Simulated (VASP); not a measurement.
Set up this calculation in VASP 6.6.1, as the native input.

```
Task                   : single point
Functional             : PBE
Potentials or basis    : VASP PAW PBE potentials, release 64 (Hf_pv, O, Ti_sv)
Cutoff                 : 520 eV
k mesh                 : 6 × 6 × 4
Occupations            : fermi-dirac, width 0.02 eV
Spin                   : no spin polarisation
Dipole correction      : no
Further INCAR settings : ALGO = Normal; EDIFF = 1e-06; NBANDS = 57
```

The structure of Hf3TiO8 lies in POSCAR:

```
Hf3TiO8
1.0
    3.3736832361     -3.3801742009      0.0000000000
    3.3736832361      3.3801742009      0.0000000000
    0.0000000000      0.0000000000      6.3173253649
Hf O Ti
3 8 1
Direct
    0.5000000000      0.5000000000      0.0000000000
    0.0000000000      0.0000000000      0.7454470673
    0.0000000000      0.0000000000      0.2545529327
    0.1944692606      0.1944692606      0.0000000000
    0.8055307394      0.8055307394      0.0000000000
    0.6907601133      0.3092398867      0.7382285142
    0.3092398867      0.6907601133      0.7382285142
    0.2047793151      0.2047793151      0.5000000000
    0.7952206849      0.7952206849      0.5000000000
    0.6907601133      0.3092398867      0.2617714858
    0.3092398867      0.6907601133      0.2617714858
    0.5000000000      0.5000000000      0.5000000000
```

The input as run:

INCAR

```
SYSTEM = Hf3TiO8
PREC = Accurate
ENCUT = 520
EDIFF = 1E-6
ISMEAR = -1
SIGMA = 0.02
LREAL = .False.
LASPH = .True.
NELM = 80
ALGO = Normal
ISIF = 2
LWAVE = .False.
LCHARG = .True.
GGA = PE
LELF = .True.
LVHAR = .True.
NBANDS = 57
```

KPOINTS

```
Automatic mesh
0
Gamma
  6 6 4
  0 0 0
```

Potentials or basis: VASP PAW PBE potentials, release 64 (Hf_pv, O, Ti_sv).

The run is started by

```console
$ cat potpaw_PBE.64/Hf_pv/POTCAR potpaw_PBE.64/O/POTCAR potpaw_PBE.64/Ti_sv/POTCAR > POTCAR
$ mpirun -np 1 vasp_std > vasp.out
```

Results of the run:

The pressure is 3.0 GPa. The largest force is 0.169 eV/Å and the band gap on the k mesh is 2.56 eV (least direct gap 2.57 eV).

Caveat: spin-orbit coupling is left out, which moves the levels of the heavy elements.

Run time: 6.5 min on 1 thread of Intel(R) Xeon(R) Platinum 8488C (Sapphire Rapids), on a shared host, peak memory 0.4 GiB.
